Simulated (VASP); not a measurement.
# Se (P3_121) in VASP: further runs, part 2 of 2

VASP 6.6.1.

## (3) Single point, r2SCAN

This run uses another cell than the first one, of 29.24 Å³/atom, 1.002 times its volume.

Contents of POSCAR:

```
Se
1.0
    4.5056508535      0.0000000000      0.0000000000
   -2.2528254267      3.9020080997      0.0000000000
    0.0000000000      0.0000000000      4.9892845453
Se
3
Direct
    0.2169311730      0.0000000000      0.3333333333
    0.0000000000      0.2169311730      0.6666666667
    0.7830688270      0.7830688270      0.0000000000
```

Contents of INCAR.step1:

```
ALGO = Normal
EDIFF = 1E-4
ENCUT = 520
GGA = PE
ISMEAR = 0
LASPH = True
LCHARG = False
LREAL = False
LWAVE = True
NBANDS = 16
NELM = 100
PREC = Accurate
SIGMA = 0.02
```

Contents of INCAR.step2:

```
ALGO = Normal
EDIFF = 1E-7
ENCUT = 520
ISIF = 2
ISMEAR = 0
ISTART = 1
LASPH = True
LCHARG = False
LMIXTAU = True
LREAL = False
LWAVE = False
METAGGA = R2SCAN
NBANDS = 16
NELM = 100
PREC = Accurate
SIGMA = 0.02
```

Contents of KPOINTS:

```
k-points
0
Gamma
  9 9 6
```

Potentials or basis: VASP PAW PBE potentials, release 64 (Se).

The run is started by

```sh
> cat potpaw_PBE.64/Se/POTCAR > POTCAR
> cp INCAR.step1 INCAR
> mpirun -np 1 vasp_std > vasp.out
> cp INCAR.step2 INCAR
> mpirun -np 1 vasp_std > vasp.out
```

OUTCAR:

```text
EDIFF = 1E-7
   ENCUT = 520
   ISIF = 2
   ISMEAR = 0
   ISTART = 1
   LASPH = True
   LREAL = False
   METAGGA = R2SCAN
   NELM = 100
   PREC = Accurate

 ion  position               nearest neighbor table
   1  0.217  0.000  0.333-   3 2.37   2 2.37
   2  0.000  0.217  0.667-   3 2.37   1 2.37
   3  0.783  0.783  0.000-   2 2.37   1 2.37

  LATTYP: Found a hexagonal cell.
 ALAT       =     4.5056508535
 C/A-ratio  =     1.1073393628

  Lattice vectors:

 A1 = (   4.5056508535,   0.0000000000,   0.0000000000)
 A2 = (  -2.2528254267,   3.9020080997,   0.0000000000)
 A3 = (   0.0000000000,   0.0000000000,   4.9892845453)

Analysis of symmetry for initial positions (statically):
=====================================================================
 Subroutine PRICEL returns:
 Original cell was already a primitive cell.

 Routine SETGRP: Setting up the symmetry group for a
 hexagonal supercell.

 Subroutine GETGRP returns: Found  6 space group operations
 (whereof  2 operations were pure point group operations)
 out of a pool of 24 trial point group operations.

The static configuration has the point symmetry C_2 .
 The point group associated with its full space group is D_3 .

Analysis of symmetry for dynamics (positions and initial velocities):
=====================================================================
 Subroutine PRICEL returns:
 Original cell was already a primitive cell.

 Routine SETGRP: Setting up the symmetry group for a
 hexagonal supercell.

 Subroutine GETGRP returns: Found  6 space group operations
 (whereof  2 operations were pure point group operations)
 out of a pool of 24 trial point group operations.

The dynamic configuration has the point symmetry C_2 .
 The point group associated with its full space group is D_3 .

 Subroutine INISYM returns: Found  6 space group operations
 (whereof  2 operations are pure point group operations),
 and found     1 'primitive' translations
[... 116 lines left out ...]
     AMIX     =   0.40;   BMIX     =  1.00
     AMIX_MAG =   1.60;   BMIX_MAG =  1.00
  volume/ion in A,a.u.               =      29.24       197.31
  Fermi-wavevector in a.u.,A,eV,Ry     =   0.965616  1.824749 12.686260  0.932414
  Thomas-Fermi vector in A             =   2.095348
   LORBIT       =      0    0 simple, 1 ext, 2 COOP (PROOUT), +10 PAW based schemes
   METAGGA = R2SCAN    functional components
   LHFCALC =     F    Hartree Fock is set to
   AEXX    =    0.0000 exact exchange contribution
   IVDW    =     0    specifies the selected vdW correction
   LEPSILON=     F    determine dielectric tensor
   LRPA    =     F    only Hartree local field effects (RPA)
 non-spin polarized calculation
 Gauss-broadening in eV      SIGMA  =   0.02
  energy-cutoff  :      520.00
  volume of cell :       87.72
 maximum number of plane-waves:      2401
 NGX is ok and might be reduce to    36
   NGX = 17   NGY = 17   NGZ = 19

 number of electron      18.0000000 magnetization

 Free energy of the ion-electron system (eV)
  ---------------------------------------------------
  ext. energy  EPLUGINS =         0.00000000
  ---------------------------------------------------
  free energy    TOTEN  =       -42.92820570 eV

  energy without entropy =      -42.92820570  energy(sigma->0) =      -42.92820570

 E-fermi :   1.8820     XC(G=0):  -8.9187

 val. band max:        1.7323089269   @ k =   0.4444   0.1111   0.5000
 cond. band min:       3.0661638268   @ k =   0.3333   0.3333   0.5000
 fundamental gap:      1.3338548999
 Fermi energy:         1.8820442933

 k-point     1 :       0.0000    0.0000    0.0000
  band No.  band energies     occupation
      1     -14.4969      2.00000
      2     -10.2883      2.00000
      3     -10.2883      2.00000
      4      -2.2417      2.00000
      5      -2.2417      2.00000
      6      -1.9128      2.00000
[... 433 lines left out ...]
      3      -9.4879      2.00000
      4      -3.1768      2.00000
      5      -2.9744      2.00000
      6      -1.6337      2.00000
[... 8 lines left out ...]
     15      10.2251      0.00000
     16      11.3768      0.00000

 [... further k-points ...]

------------------------ aborting loop because EDIFF is reached ----------------------------------------

  FORCE on cell =-STRESS in cart. coord.  units (eV):
  Direction    XX          YY          ZZ          XY          YZ          ZX
  --------------------------------------------------------------------------------------
  -------------------------------------------------------------------------------------
  Total        0.0240203      0.0240203      0.0294697      0.0000000      0.0000000     -0.0000000
  in kB        0.4387383      0.4387383      0.5382724      0.0000000      0.0000000     -0.0000000
  external PRESSURE =       0.4719163 kB  Pullay stress =       0.0000000 kB

 VOLUME and BASIS-vectors are now :
 -----------------------------------------------------------------------------
  energy-cutoff  :      520.00
  volume of cell :       87.72
      direct lattice vectors                 reciprocal lattice vectors
     4.505650853  0.000000000  0.000000000     0.221943518  0.128139150  0.000000000
    -2.252825427  3.902008100  0.000000000     0.000000000  0.256278299  0.000000000
     0.000000000  0.000000000  4.989284545     0.000000000  0.000000000  0.200429539

 POSITION                                       TOTAL-FORCE (eV/Angst)
 -----------------------------------------------------------------------------------
      0.97742      0.00000      1.66309         0.019135      0.000000      0.000000
     -0.48871      0.84647      3.32619        -0.009568      0.016571     -0.000000
      1.76412      3.05554      0.00000        -0.009568     -0.016571      0.000000
 -----------------------------------------------------------------------------------
    total drift:                                0.000000      0.000001     -0.000000

  FREE ENERGIE OF THE ION-ELECTRON SYSTEM (eV)
  ---------------------------------------------------
  free  energy   TOTEN  =       -42.9282056988 eV

  energy  without entropy=      -42.9282056988  energy(sigma->0) =      -42.92820570
```

OSZICAR.step1:

```text
N       E                     dE             d eps       ncg     rms          rms(c)
DAV:   1     0.847811268309E+02    0.84781E+02   -0.71100E+03  1984   0.926E+02
DAV:   2    -0.490981258652E+01   -0.89691E+02   -0.84963E+02  2664   0.152E+02
DAV:   3    -0.105393973252E+02   -0.56296E+01   -0.56103E+01  2368   0.443E+01
DAV:   4    -0.105824492509E+02   -0.43052E-01   -0.43041E-01  2648   0.459E+00
DAV:   5    -0.105827681555E+02   -0.31890E-03   -0.31890E-03  2392   0.393E-01    0.679E+00
DAV:   6    -0.105186950930E+02    0.64073E-01   -0.37460E-02  2504   0.120E+00    0.420E+00
DAV:   7    -0.104962209068E+02    0.22474E-01   -0.77062E-02  2328   0.168E+00    0.205E-01
DAV:   8    -0.104956339364E+02    0.58697E-03   -0.88117E-03  2208   0.568E-01    0.100E-01
DAV:   9    -0.104957597495E+02   -0.12581E-03   -0.29288E-04  2840   0.110E-01    0.333E-02
DAV:  10    -0.104958120944E+02   -0.52345E-04   -0.54777E-05  1696   0.502E-02
   1 F= -.10495812E+02 E0= -.10495812E+02  d E =-.553765E-19
```

Run time: 4.3 min. Hardware: 1 thread of Intel Xeon Platinum 8488C (Sapphire Rapids), shared host; peak memory 0.25 GiB.

What came out:

* Free energy: -42.9282 eV
* Pressure: 0.0 GPa
* Largest force: 0.019 eV/Å
* Band gap on the k mesh: 1.33 eV, indirect (least direct gap 1.58 eV)

Forces in eV/Å, atoms in the order of the input:
```
Se   0.019  0.000  0.000
Se  -0.010  0.017  0.000
Se  -0.010 -0.017  0.000
```

Levels at points of the mesh, in eV from the valence-band top:
```
           k point  band 6  band 7  band 8  band 9  band 10  band 11  band 12  band 13
(0.00, 0.00, 0.00)   -3.65   -2.06   -2.06   -0.38     2.27     2.27     2.60     6.47
(0.00, 0.00, 0.50)   -3.47   -1.43   -1.43   -1.06     1.57     1.66     1.66     7.01
```

Caveat: the PAW data sets were made with another functional, which shifts forces and pressure a little. A k mesh can miss the band edges.

## (4) Single point, r2SCAN

This run uses another cell than the first one, of 29.24 Å³/atom, 1.002 times its volume.

Contents of POSCAR:

```
Se
1.0
    4.5056508520      0.0000000000      0.0000000000
   -2.2528254260      3.9020080984      0.0000000000
    0.0000000000      0.0000000000      4.9892845441
Se
3
Direct
    0.2169311732      0.0000000000      0.3333333333
    0.0000000000      0.2169311732      0.6666666667
    0.7830688268      0.7830688268      0.0000000000
```

INCAR.step1 is that of step 3.

INCAR.step2 is that of step 3.

KPOINTS is that of step 3.

Potentials or basis: VASP PAW PBE potentials, release 64 (Se).

The run is started by

```sh
> cat potpaw_PBE.64/Se/POTCAR > POTCAR
> cp INCAR.step1 INCAR
> mpirun -np 1 vasp_std > vasp.out
> cp INCAR.step2 INCAR
> mpirun -np 1 vasp_std > vasp.out
```

OUTCAR:

```text
EDIFF = 1E-7
   ENCUT = 520
   ISIF = 2
   ISMEAR = 0
   ISTART = 1
   LASPH = True
   LREAL = False
   METAGGA = R2SCAN
   NELM = 100
   PREC = Accurate

 ion  position               nearest neighbor table
   1  0.217  0.000  0.333-   3 2.37   2 2.37
   2  0.000  0.217  0.667-   3 2.37   1 2.37
   3  0.783  0.783  0.000-   2 2.37   1 2.37

  LATTYP: Found a hexagonal cell.
 ALAT       =     4.5056508520
 C/A-ratio  =     1.1073393629

  Lattice vectors:

 A1 = (   4.5056508520,   0.0000000000,   0.0000000000)
 A2 = (  -2.2528254260,   3.9020080984,   0.0000000000)
 A3 = (   0.0000000000,   0.0000000000,   4.9892845441)

Analysis of symmetry for initial positions (statically):
=====================================================================
 Subroutine PRICEL returns:
 Original cell was already a primitive cell.

 Routine SETGRP: Setting up the symmetry group for a
 hexagonal supercell.

 Subroutine GETGRP returns: Found  6 space group operations
 (whereof  2 operations were pure point group operations)
 out of a pool of 24 trial point group operations.

The static configuration has the point symmetry C_2 .
 The point group associated with its full space group is D_3 .

Analysis of symmetry for dynamics (positions and initial velocities):
=====================================================================
 Subroutine PRICEL returns:
 Original cell was already a primitive cell.

 Routine SETGRP: Setting up the symmetry group for a
 hexagonal supercell.

 Subroutine GETGRP returns: Found  6 space group operations
 (whereof  2 operations were pure point group operations)
 out of a pool of 24 trial point group operations.

The dynamic configuration has the point symmetry C_2 .
 The point group associated with its full space group is D_3 .

 Subroutine INISYM returns: Found  6 space group operations
 (whereof  2 operations are pure point group operations),
 and found     1 'primitive' translations
[... 116 lines left out ...]
     AMIX     =   0.40;   BMIX     =  1.00
     AMIX_MAG =   1.60;   BMIX_MAG =  1.00
  volume/ion in A,a.u.               =      29.24       197.31
  Fermi-wavevector in a.u.,A,eV,Ry     =   0.965616  1.824749 12.686260  0.932414
  Thomas-Fermi vector in A             =   2.095348
   LORBIT       =      0    0 simple, 1 ext, 2 COOP (PROOUT), +10 PAW based schemes
   METAGGA = R2SCAN    functional components
   LHFCALC =     F    Hartree Fock is set to
   AEXX    =    0.0000 exact exchange contribution
   IVDW    =     0    specifies the selected vdW correction
   LEPSILON=     F    determine dielectric tensor
   LRPA    =     F    only Hartree local field effects (RPA)
 non-spin polarized calculation
 Gauss-broadening in eV      SIGMA  =   0.02
  energy-cutoff  :      520.00
  volume of cell :       87.72
 maximum number of plane-waves:      2401
 NGX is ok and might be reduce to    36
   NGX = 17   NGY = 17   NGZ = 19

 number of electron      18.0000000 magnetization

 Free energy of the ion-electron system (eV)
  ---------------------------------------------------
  ext. energy  EPLUGINS =         0.00000000
  ---------------------------------------------------
  free energy    TOTEN  =       -42.92820570 eV

  energy without entropy =      -42.92820570  energy(sigma->0) =      -42.92820570

 E-fermi :   1.8820     XC(G=0):  -8.9187

 val. band max:        1.7323089350   @ k =   0.4444   0.1111   0.5000
 cond. band min:       3.0661638364   @ k =   0.3333   0.3333   0.5000
 fundamental gap:      1.3338549013
 Fermi energy:         1.8820443025

 k-point     1 :       0.0000    0.0000    0.0000
  band No.  band energies     occupation
      1     -14.4969      2.00000
      2     -10.2883      2.00000
      3     -10.2883      2.00000
      4      -2.2417      2.00000
      5      -2.2417      2.00000
      6      -1.9128      2.00000
[... 433 lines left out ...]
      3      -9.4879      2.00000
      4      -3.1768      2.00000
      5      -2.9744      2.00000
      6      -1.6337      2.00000
[... 8 lines left out ...]
     15      10.2251      0.00000
     16      11.3768      0.00000

 [... further k-points ...]

------------------------ aborting loop because EDIFF is reached ----------------------------------------

  FORCE on cell =-STRESS in cart. coord.  units (eV):
  Direction    XX          YY          ZZ          XY          YZ          ZX
  --------------------------------------------------------------------------------------
  -------------------------------------------------------------------------------------
  Total        0.0240203      0.0240203      0.0294697     -0.0000000     -0.0000000      0.0000000
  in kB        0.4387382      0.4387382      0.5382730     -0.0000000     -0.0000000      0.0000000
  external PRESSURE =       0.4719165 kB  Pullay stress =       0.0000000 kB

 VOLUME and BASIS-vectors are now :
 -----------------------------------------------------------------------------
  energy-cutoff  :      520.00
  volume of cell :       87.72
      direct lattice vectors                 reciprocal lattice vectors
     4.505650852  0.000000000  0.000000000     0.221943518  0.128139150  0.000000000
    -2.252825426  3.902008098  0.000000000     0.000000000  0.256278299  0.000000000
     0.000000000  0.000000000  4.989284544     0.000000000  0.000000000  0.200429539

 POSITION                                       TOTAL-FORCE (eV/Angst)
 -----------------------------------------------------------------------------------
      0.97742      0.00000      1.66309         0.019135     -0.000000      0.000000
     -0.48871      0.84647      3.32619        -0.009568      0.016571     -0.000000
      1.76412      3.05554      0.00000        -0.009568     -0.016571      0.000000
 -----------------------------------------------------------------------------------
    total drift:                                0.000000      0.000001     -0.000000

  FREE ENERGIE OF THE ION-ELECTRON SYSTEM (eV)
  ---------------------------------------------------
  free  energy   TOTEN  =       -42.9282056988 eV

  energy  without entropy=      -42.9282056988  energy(sigma->0) =      -42.92820570
```

OUTCAR.step1:

```text
EDIFF = 1E-4
   ENCUT = 520
   GGA = PE
   ISMEAR = 0
[... 685 lines left out ...]
      0.97742      0.00000      1.66309         0.364319      0.000000      0.000000
     -0.48871      0.84647      3.32619        -0.182159      0.315509     -0.000000
      1.76412      3.05554      0.00000        -0.182159     -0.315509     -0.000000
 -----------------------------------------------------------------------------------
    total drift:                                0.000000      0.000001     -0.000000

  FREE ENERGIE OF THE ION-ELECTRON SYSTEM (eV)
  ---------------------------------------------------
  free  energy   TOTEN  =       -10.4958120946 eV

  energy  without entropy=      -10.4958120946  energy(sigma->0) =      -10.49581209
```

OSZICAR.step1:

```text
N       E                     dE             d eps       ncg     rms          rms(c)
DAV:   1     0.847811268347E+02    0.84781E+02   -0.71100E+03  1984   0.926E+02
DAV:   2    -0.490981258849E+01   -0.89691E+02   -0.84963E+02  2664   0.152E+02
DAV:   3    -0.105393973253E+02   -0.56296E+01   -0.56103E+01  2368   0.443E+01
DAV:   4    -0.105824492510E+02   -0.43052E-01   -0.43041E-01  2648   0.459E+00
DAV:   5    -0.105827681556E+02   -0.31890E-03   -0.31890E-03  2392   0.393E-01    0.679E+00
DAV:   6    -0.105186950932E+02    0.64073E-01   -0.37460E-02  2504   0.120E+00    0.420E+00
DAV:   7    -0.104962209071E+02    0.22474E-01   -0.77062E-02  2328   0.168E+00    0.205E-01
DAV:   8    -0.104956339366E+02    0.58697E-03   -0.88117E-03  2208   0.568E-01    0.100E-01
DAV:   9    -0.104957597498E+02   -0.12581E-03   -0.29288E-04  2840   0.110E-01    0.333E-02
DAV:  10    -0.104958120946E+02   -0.52345E-04   -0.54777E-05  1696   0.502E-02
   1 F= -.10495812E+02 E0= -.10495812E+02  d E =-.553765E-19
```

Run time: 11 min. Hardware: 1 thread of AMD EPYC 7R13, shared host; peak memory 0.23 GiB.

What came out:

```yaml
Free_energy: -42.9282 eV
Pressure: 0.0 GPa
Largest_force: 0.019 eV/Å
Band_gap_on_the_k_mesh: 1.33 eV, indirect (least direct gap 1.58 eV)
```

Forces on the atoms (eV/Å):
```
Se   0.019  0.000  0.000
Se  -0.010  0.017  0.000
Se  -0.010 -0.017  0.000
```

Caveat: the PAW data sets were made with another functional, which shifts forces and pressure a little. r2SCAN opens gaps a little over a GGA but as a rule still falls short of measured ones.
